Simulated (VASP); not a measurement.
## In: relaxation of cell and atoms with BLYP

Crystal: In.

```
CELL_PARAMETERS angstrom
-1.62547 1.62547 2.47370
1.62547 -1.62547 2.47370
1.62547 1.62547 -2.47370
ATOMIC_POSITIONS crystal
In 0.00000 0.00000 0.00000
```

```
Program                : VASP 6.6.1
Task                   : relaxation of cell and atoms
Functional             : BLYP
Potentials or basis    : VASP PAW PBE potentials, release 64 (In_d)
Cutoff                 : 600 eV
k mesh                 : 11 × 11 × 11
Occupations            : fermi-dirac, width 0.05 eV
Spin                   : no spin polarisation
Dipole correction      : no
Further INCAR settings : ALGO = Normal; EDIFF = 1e-06; IBRION = 2; EDIFFG = -0.01; NSW = 60; ISIF = 3
```

```yaml
Relaxed_volume: 31.17 Å³/atom
Relaxed_cell: a = 3.626 Å, b = 3.626 Å, c = 3.626 Å, α = 124.42°, β = 124.42°, γ = 82.50°
Space_group_after_relaxing_to_0.05_Å: I4/mmm (No. 139)
Energy_gained_by_relaxing: 83.8 meV/atom
Ionic_steps: 11
Pressure_after_relaxing: 0.0 GPa
```

The path:
```
step  energy change (eV)  largest force (eV/Å)  pressure (GPa)  volume (Å³)
   1              0.0000                0.0000            6.25        26.14
   2             -0.0792                0.0000            0.75        30.19
   3             -0.0810                0.0000           -0.22        31.30
   4             -0.0811                0.0000            0.02        31.05
   5             -0.0811                0.0000           -0.05        31.15
   6             -0.0819                0.0000           -0.07        31.17
   7             -0.0831                0.0000           -0.09        31.22
   8             -0.0838                0.0000           -0.07        31.29
   9             -0.0838                0.0000           -0.11        31.28
  10             -0.0838                0.0000            0.07        31.06
  11             -0.0838                0.0000           -0.01        31.17
```

Final structure:
```yaml
crystal:
  lattice:
    - [-1.69071, 1.69071, 2.72622]
    - [1.69071, -1.69071, 2.72622]
    - [1.69071, 1.69071, -2.72622]
  atoms:
    - { symbol: In, position: [0.00000, 0.00000, 0.00000] }
```

Levels at points of the mesh, in eV from the Fermi level:
```
           k point  band 2  band 3  band 4  band 5  band 6  band 7  band 8  band 9  band 10
(0.00, 0.00, 0.00)  -14.48  -14.48  -14.48  -14.36   -8.41    8.77    8.85    8.85    11.66
```

It took 3 min on 1 thread of AMD EPYC 9R45 96-Core Processor (Zen 5) (shared host), peak memory 0.16 GiB.

Caveat: the volume moved by over 15 % at a fixed basis, so the end points are rough; the PAW data sets were made with another functional, which shifts forces and pressure a little; spin-orbit coupling is left out, which moves the levels of the heavy elements; the volume moved by +19 % from the deposited cell, more than functionals usually miss. Zero-point motion and thermal expansion aren't in these numbers.
